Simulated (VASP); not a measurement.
# Pb (Pm-3m) in VASP: notebook

The runs below take Pb through single point, with LDA.

Program: VASP 6.6.1. These are calculated values, not measurements. Logs are shortened: lines on timing, memory, paths and dates and some standing lists are left out, and cuts for length are marked.

**1. The cell of the first run**

Symmetry: Pm-3m, No. 221, cubic system. The conventional cell has a = 2.795 Å, b = 2.795 Å, c = 2.795 Å, α = 90.00°, β = 90.00°, γ = 90.00°. Pb (site symmetry m-3m) has 6 Pb at 2.79 Å within 3.7 Å.

This isn't the form of Pb at room conditions, which is fcc.

**2. Single point, LDA**

Input file INCAR:

```
SYSTEM = Pb
PREC = Accurate
ENCUT = 520
EDIFF = 1E-7
ISMEAR = -1
SIGMA = 0.1
LREAL = .FALSE.
LASPH = .TRUE.
NELM = 100
ALGO = Normal
ISIF = 2
LWAVE = .FALSE.
LCHARG = .TRUE.
LELF = .TRUE.
LVHAR = .TRUE.
NBANDS = 13
```

Input file KPOINTS:

```
regular mesh
0
G
  14 14 14
  0 0 0
```

Input file POSCAR:

```
Pb
1.0
    2.7947613129      0.0000000000      0.0000000000
    0.0000000000      2.7947613129      0.0000000000
    0.0000000000      0.0000000000      2.7947613129
Pb
1
Direct
    0.0000000000      0.0000000000      0.0000000000
```

Potentials or basis: VASP PAW LDA potentials, release 64 (Pb_d).

Command:

```
$ cat potpaw_LDA.64/Pb_d/POTCAR > POTCAR
$ mpirun -np 1 vasp_std > vasp.out
```

OUTCAR:

```text
SYSTEM = Pb
   PREC = Accurate
   ENCUT = 520
   EDIFF = 1E-7
   ISMEAR = -1
   LREAL = .FALSE.
   LASPH = .TRUE.
   NELM = 100
   ISIF = 2

 ion  position               nearest neighbor table
   1  0.000  0.000  0.000-

  LATTYP: Found a simple cubic cell.
 ALAT       =     2.7947613129

  Lattice vectors:

 A1 = (   2.7947613129,   0.0000000000,   0.0000000000)
 A2 = (   0.0000000000,   2.7947613129,   0.0000000000)
 A3 = (   0.0000000000,   0.0000000000,   2.7947613129)

Analysis of symmetry for initial positions (statically):
=====================================================================
 Subroutine PRICEL returns:
 Original cell was already a primitive cell.

 Routine SETGRP: Setting up the symmetry group for a
 simple cubic supercell.

 Subroutine GETGRP returns: Found 48 space group operations
 (whereof 48 operations were pure point group operations)
 out of a pool of 48 trial point group operations.

The static configuration has the point symmetry O_h .

Analysis of symmetry for dynamics (positions and initial velocities):
=====================================================================
 Subroutine PRICEL returns:
 Original cell was already a primitive cell.

 Routine SETGRP: Setting up the symmetry group for a
 simple cubic supercell.

 Subroutine GETGRP returns: Found 48 space group operations
 (whereof 48 operations were pure point group operations)
 out of a pool of 48 trial point group operations.

The dynamic configuration has the point symmetry O_h .

 Subroutine INISYM returns: Found 48 space group operations
 (whereof 48 operations are pure point group operations),
 and found     1 'primitive' translations

----------------------------------------------------------------------------------------

                                     Primitive cell

  volume of cell :      21.8290

  direct lattice vectors                    reciprocal lattice vectors
     2.794761313  0.000000000  0.000000000     0.357812310  0.000000000  0.000000000
     0.000000000  2.794761313  0.000000000     0.000000000  0.357812310  0.000000000
     0.000000000  0.000000000  2.794761313     0.000000000  0.000000000  0.357812310

  length of vectors
     2.794761313  2.794761313  2.794761313     0.357812310  0.357812310  0.357812310

  position of ions in fractional coordinates (direct lattice)
     0.000000000  0.000000000  0.000000000

  ion indices of the primitive-cell ions
   primitive index   ion index
                 1           1

----------------------------------------------------------------------------------------

 KPOINTS: regular mesh

Automatic generation of k-mesh.
 Grid dimensions read from file:
 generate k-points for:   14   14   14

 Generating k-lattice:

  Cartesian coordinates                     Fractional coordinates (reciprocal lattice)
     0.025558022  0.000000000  0.000000000     0.071428571  0.000000000  0.000000000
     0.000000000  0.025558022  0.000000000     0.000000000  0.071428571  0.000000000
     0.000000000  0.000000000  0.025558022     0.000000000  0.000000000  0.071428571

  Length of vectors
     0.025558022  0.025558022  0.025558022

  Shift w.r.t. Gamma in fractional coordinates (k-lattice)
     0.000000000  0.000000000  0.000000000

 Subroutine IBZKPT returns following result:
 ===========================================

 Found    120 irreducible k-points:

 Following reciprocal coordinates:
            Coordinates               Weight
  0.000000  0.000000  0.000000      1.000000
  0.071429  0.000000  0.000000      6.000000
  0.142857  0.000000  0.000000      6.000000
  0.214286  0.000000  0.000000      6.000000
  0.285714  0.000000  0.000000      6.000000
  0.357143  0.000000  0.000000      6.000000
[... 16 lines left out ...]
  0.285714  0.214286  0.000000     24.000000
  0.357143  0.214286  0.000000     24.000000
 [... further k-points ...]
   k-points           NKPTS =    120   k-points in BZ     NKDIM =    120   number of bands    NBANDS=     13
   number of dos      NEDOS =    301   number of ions     NIONS =      1
   total plane-waves  NPLWV =  13824
   dimension x,y,z NGX =    24 NGY =   24 NGZ =   24
   dimension x,y,z NGXF=    48 NGYF=   48 NGZF=   48
   ions per type =               1
   NGX,Y,Z   is equivalent  to a cutoff of  14.28, 14.28, 14.28 a.u.
   NGXF,Y,Z  is equivalent  to a cutoff of  28.55, 28.55, 28.55 a.u.
 SYSTEM =  Pb
   PREC   = accura    normal or accurate (medium, high low for compatibility)
   ISTART =      0    job   : 0-new  1-cont  2-samecut
   ICHARG =      2    charge: 1-file 2-atom 10-const
   ISPIN  =      1    spin polarized calculation?
   LNONCOLLINEAR =      F non collinear calculations
   LSORBIT =      F    spin-orbit coupling
   LASPH  =      T    aspherical Exc in radial PAW
   ENCUT  =  520.0 eV  38.22 Ry    6.18 a.u.   5.20  5.20  5.20*2*pi/ulx,y,z
   NELM   =    100;   NELMIN=  2; NELMDL= -5     # of ELM steps
   EDIFF  = 0.1E-06   stopping-criterion for ELM
   LREAL  =      F    real-space projection
   EDIFFG = 0.1E-05   stopping-criterion for IOM
   NSW    =      0    number of steps for IOM
   IBRION =     -1    ionic relax: 0-MD 1-quasi-New 2-CG
   NFREE  =      0    steps in history (QN), initial steepest desc. (CG)
   ISIF   =      2    stress and relaxation
   ISYM   =      2    0-nonsym 1-usesym 2-fastsym
   POTIM  = 0.5000    time-step for ionic-motion
   TEBEG  =    0.0;   TEEND  =   0.0 temperature during run
   PSTRESS=    0.0 pullay stress
   NELECT =      14.0000    total number of electrons
   NUPDOWN=      -1.0000    fix difference up-down
   EMIN   =  10.00;   EMAX   =-10.00  energy-range for DOS
   EFERMI =   0.00;   METHOD = LEGACY
   ISMEAR =    -1;   SIGMA  =   0.10  broadening in eV -4-tet -1-fermi 0-gaus
   EFERMI_NEDOS =   21; number of points for ismear=-14 and -15
   IALGO  =     38    algorithm
   IMIX   =      4    mixing-type and parameters
     AMIX     =   0.40;   BMIX     =  1.00
     AMIX_MAG =   1.60;   BMIX_MAG =  1.00
  volume/ion in A,a.u.               =      21.83       147.31
  Fermi-wavevector in a.u.,A,eV,Ry     =   1.411799  2.667913 27.118801  1.993176
  Thomas-Fermi vector in A             =   2.533613
   LORBIT       =      0    0 simple, 1 ext, 2 COOP (PROOUT), +10 PAW based schemes
   GGA     = CA    functional components
   LHFCALC =     F    Hartree Fock is set to
   AEXX    =    0.0000 exact exchange contribution
   IVDW    =     0    specifies the selected vdW correction
   LEPSILON=     F    determine dielectric tensor
   LRPA    =     F    only Hartree local field effects (RPA)
 non-spin polarized calculation
  energy-cutoff  :      520.00
  volume of cell :       21.83
 maximum number of plane-waves:       624
 NGX is ok and might be reduce to    24
   NGX = 11   NGY = 11   NGZ = 11

 number of electron      13.9999997 magnetization

 Free energy of the ion-electron system (eV)
  ---------------------------------------------------
  ext. energy  EPLUGINS =         0.00000000
  ---------------------------------------------------
  free energy    TOTEN  =        -3.23383929 eV

  energy without entropy =       -3.22133988  energy(sigma->0) =       -3.22758958

 E-fermi :  11.3914     XC(G=0): -12.0202

 val. band max:       11.3435321030   @ k =   0.5000   0.3571   0.0714
 cond. band min:      11.3947434732   @ k =   0.4286   0.3571   0.1429
 fundamental gap:      0.0512113702
 Fermi energy:        11.3913924385

 k-point     1 :       0.0000    0.0000    0.0000
  band No.  band energies     occupation
      1      -7.3248      2.00000
      2      -7.3248      2.00000
      3      -5.5128      2.00000
      4      -5.5128      2.00000
      5      -5.5128      2.00000
      6      -3.4611      2.00000
      7      17.6759      0.00000
      8      17.6759      0.00000
      9      17.6759      0.00000
     10      22.4580      0.00000
     11      23.4325      0.00000
     12      23.4325      0.00000
     13      31.3983      0.00000

 k-point     2 :       0.0714    0.0000    0.0000
  band No.  band energies     occupation
      1      -7.3188      2.00000
      2      -7.2676      2.00000
      3      -5.5398      2.00000
      4      -5.5398      2.00000
      5      -5.5105      2.00000
      6      -3.3496      2.00000
      7      16.4972      0.00000
      8      17.8208      0.00000
      9      17.8208      0.00000
     10      22.7849      0.00000
     11      23.3909      0.00000
     12      24.4134      0.00000
     13      31.1531      0.00000

 k-point     3 :       0.1429    0.0000    0.0000
  band No.  band energies     occupation
      1      -7.3021      2.00000
      2      -7.1119      2.00000
      3      -5.6149      2.00000
      4      -5.6149      2.00000
      5      -5.5042      2.00000
      6      -3.0062      2.00000
      7      14.2891      0.00000
      8      18.2427      0.00000
      9      18.2427      0.00000
     10      22.9383      0.00000
     11      23.2695      0.00000
     12      26.8394      0.00000
     13      30.4450      0.00000
[... 305 lines left out ...]
 k-point    23 :       0.2857    0.2143    0.0000
  band No.  band energies     occupation
      1      -7.0115      2.00000
      2      -6.3193      2.00000
      3      -6.1387      2.00000
      4      -5.8139      2.00000
      5      -5.6861      2.00000
      6      -0.5950      2.00000
      7      10.6341      1.99897
      8      13.7342      0.00000
      9      21.0665      0.00000
     10      22.5492      0.00000
     11      23.7079      0.00000
     12      28.3599      0.00000
     13      30.2711      0.00000

 k-point    24 :       0.3571    0.2143    0.0000
  band No.  band energies     occupation
      1      -6.9741      2.00000
      2      -6.2645      2.00000
      3      -6.1022      2.00000
      4      -5.9138      2.00000
      5      -5.6751      2.00000
      6       0.4512      2.00000
      7       8.4870      2.00000
      8      14.6052      0.00000
      9      21.0327      0.00000
     10      22.0364      0.00000
     11      23.6367      0.00000
     12      27.7289      0.00000
     13      29.6114      0.00000

 [... further k-points ...]

------------------------ aborting loop because EDIFF is reached ----------------------------------------

  FORCE on cell =-STRESS in cart. coord.  units (eV):
  Direction    XX          YY          ZZ          XY          YZ          ZX
  --------------------------------------------------------------------------------------
  -------------------------------------------------------------------------------------
  Total        5.6444290      5.6444290      5.6444290     -0.0000000     -0.0000000     -0.0000000
  in kB      414.2823508    414.2823508    414.2823508     -0.0000000     -0.0000000     -0.0000000
  external PRESSURE =     414.2823508 kB  Pullay stress =       0.0000000 kB

 VOLUME and BASIS-vectors are now :
 -----------------------------------------------------------------------------
  energy-cutoff  :      520.00
  volume of cell :       21.83
      direct lattice vectors                 reciprocal lattice vectors
     2.794761313  0.000000000  0.000000000     0.357812310  0.000000000  0.000000000
     0.000000000  2.794761313  0.000000000     0.000000000  0.357812310  0.000000000
     0.000000000  0.000000000  2.794761313     0.000000000  0.000000000  0.357812310

 POSITION                                       TOTAL-FORCE (eV/Angst)
 -----------------------------------------------------------------------------------
      0.00000      0.00000      0.00000         0.000000      0.000000      0.000000
 -----------------------------------------------------------------------------------
    total drift:                                0.000000     -0.000000      0.000000

  FREE ENERGIE OF THE ION-ELECTRON SYSTEM (eV)
  ---------------------------------------------------
  free  energy   TOTEN  =        -3.2338392903 eV

  energy  without entropy=       -3.2213398795  energy(sigma->0) =       -3.22758958
```

Wall time 24 s (1 thread of Intel Xeon 8259CL, shared host); peak memory 0.15 GiB.

What came out:

* Free energy: -3.2338 eV
* Pressure: 41.4 GPa
* Band gap on the k mesh: zero (bands 7 and 8 overlap by 9.60 eV)

Levels at points of the mesh, in eV from the Fermi level:
```tsv
k point	band 5	band 6	band 7	band 8	band 9	band 10
(0.00, 0.00, 0.00)	-16.90	-14.85	6.28	6.28	6.28	11.07
(0.50, 0.00, 0.00)	-16.86	-9.90	-6.69	10.33	10.33	11.06
(0.50, 0.50, 0.00)	-16.38	-5.50	-3.32	-3.32	3.37	14.09
(0.50, 0.50, 0.50)	-16.35	-0.65	0.08	0.08	0.08	5.69
```

Caveat: the cell stands under pressure; spin-orbit coupling is left out, which moves the levels of the heavy elements.

**3. Single point, LDA**

Input file INCAR:

```
PREC = Accurate
ENCUT = 520
EDIFF = 1E-6
ISMEAR = -1
SIGMA = 0.1
LREAL = False
LASPH = True
NELM = 100
ALGO = Normal
ISIF = 2
LWAVE = False
LCHARG = False
GGA = CA
NBANDS = 13
```

Input file KPOINTS:

```
regular mesh
0
Gamma
  14 14 14
```

POSCAR is that of step 2.

Potentials or basis: VASP PAW LDA potentials, release 64 (Pb_d).

Command:

```
$ cat potpaw_LDA.64/Pb_d/POTCAR > POTCAR
$ mpirun -np 1 vasp_std > vasp.out
```

Run time: 23 s. Hardware: 1 thread of Intel Xeon 8259CL, shared host; peak memory 0.15 GiB.

Results (log left out):

```
Free energy            : -3.2338 eV
Pressure               : 41.4 GPa
Band gap on the k mesh : zero (bands 7 and 8 overlap by 9.60 eV)
```

Levels at points of the mesh, in eV from the Fermi level:
```tsv
k point	band 5	band 6	band 7	band 8	band 9	band 10
(0.00, 0.00, 0.00)	-16.90	-14.85	6.28	6.28	6.28	11.07
(0.50, 0.00, 0.00)	-16.86	-9.90	-6.69	10.33	10.33	11.06
(0.50, 0.50, 0.00)	-16.38	-5.50	-3.32	-3.32	3.37	14.09
(0.50, 0.50, 0.50)	-16.35	-0.65	0.08	0.08	0.08	5.69
```

Caveat: the cell stands under pressure; spin-orbit coupling is left out, which moves the levels of the heavy elements.

The gap in the log of VASP goes by the Fermi energy; the results here count the filled bands.